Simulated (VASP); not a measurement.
A run of VASP 6.6.1 is set up as follows.

Contents of INCAR:

```
SYSTEM = Sm2B2Rh
ALGO = Normal ; EDIFF = 1E-6
ENCUT = 500 ; GGA = PE
GGA_COMPAT = .False. ; ISIF = 2
ISMEAR = 0 ; LASPH = .True.
LCHARG = .False. ; LMAXMIX = 6
LREAL = .False. ; LWAVE = .False.
NBANDS = 30 ; NELM = 200
PREC = Accurate ; SIGMA = 0.1
```

Contents of KPOINTS:

```
k-points
0
Gamma
  6 6 2
  0 0 0
```

POSCAR

```
Sm2B2Rh
1.0
    3.5807540500      0.0000000000      0.0000000000
   -1.7903770200      3.1010239700      0.0000000000
    0.0000000000      0.0000000000      7.7818433500
Sm B Rh
2 2 1
Direct
    0.0000000000      0.0000000000      0.8212004200
    0.0000000000      0.0000000000      0.1787995800
    0.3333333300      0.6666666700      0.5000000000
    0.6666666700      0.3333333300      0.5000000000
    0.0000000000      0.0000000000      0.5000000000
```

Potentials or basis: VASP PAW PBE potentials, release 64 (Sm_3, B, Rh_pv), 4f in core.

The run is started by

```sh
$ cat potpaw_PBE.64/Sm_3/POTCAR potpaw_PBE.64/B/POTCAR potpaw_PBE.64/Rh_pv/POTCAR > POTCAR
$ mpirun -np 1 vasp_std > vasp.out
```

(1) Estimate the band gap on the k mesh.

(2) What does it give for the pressure?

Results:

(1) zero (an odd number of electrons rules out a gap without spin polarisation).

(2) 18.3 GPa.

Caveat: the k points lie up to 0.40 Å⁻¹ apart, too coarse for converged energies and pressures of a metal; spin-orbit coupling is left out, which moves the levels of the heavy elements; the 4f electrons are frozen in the core, so they carry no moment and show no levels.
